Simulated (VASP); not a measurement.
A run of VASP 6.6.1 is set up as follows.

Contents of INCAR:

```
ALGO = Fast
EDIFF = 1E-6
ENCUT = 520
GGA = PE
ISIF = 2
ISMEAR = 0
LASPH = T
LCHARG = F
LREAL = F
LWAVE = F
NBANDS = 70
NELM = 80
PREC = Accurate
SIGMA = 0.1
```

The input KPOINTS:

```
k-points
0
Gamma
  12 12 2
```

The input POSCAR:

```
TaTi4
1.0
    2.9298302757      0.0000000000      0.0000000000
   -1.4649151378      2.5373074475      0.0000000000
    0.0000000000      0.0000000000     23.7392179626
Ti Ta
8 2
Direct
    0.3333333333      0.6666666667      0.0496823676
    0.6666666667      0.3333333333      0.1472012498
    0.6666666667      0.3333333333      0.3527987502
    0.3333333333      0.6666666667      0.8527987502
    0.6666666667      0.3333333333      0.9503176324
    0.6666666667      0.3333333333      0.5496823676
    0.3333333333      0.6666666667      0.4503176324
    0.3333333333      0.6666666667      0.6472012498
    0.3333333333      0.6666666667      0.2500000000
    0.6666666667      0.3333333333      0.7500000000
```

Potentials or basis: VASP PAW PBE potentials, release 64 (Ti_sv, Ta_pv).

Launch:

```bash
$ cat potpaw_PBE.64/Ti_sv/POTCAR potpaw_PBE.64/Ta_pv/POTCAR > POTCAR
$ mpirun -np 1 vasp_std > vasp.out
```

(1) What does it give for the largest force?

(2) Estimate the band gap on the k mesh.

(3) Predict the pressure.

## Answers

(1) 0.008 eV/Å.

(2) zero (bands 59 and 60 overlap by 0.99 eV).

(3) -0.2 GPa.

Caveat: spin-orbit coupling is left out, which moves the levels of the heavy elements.
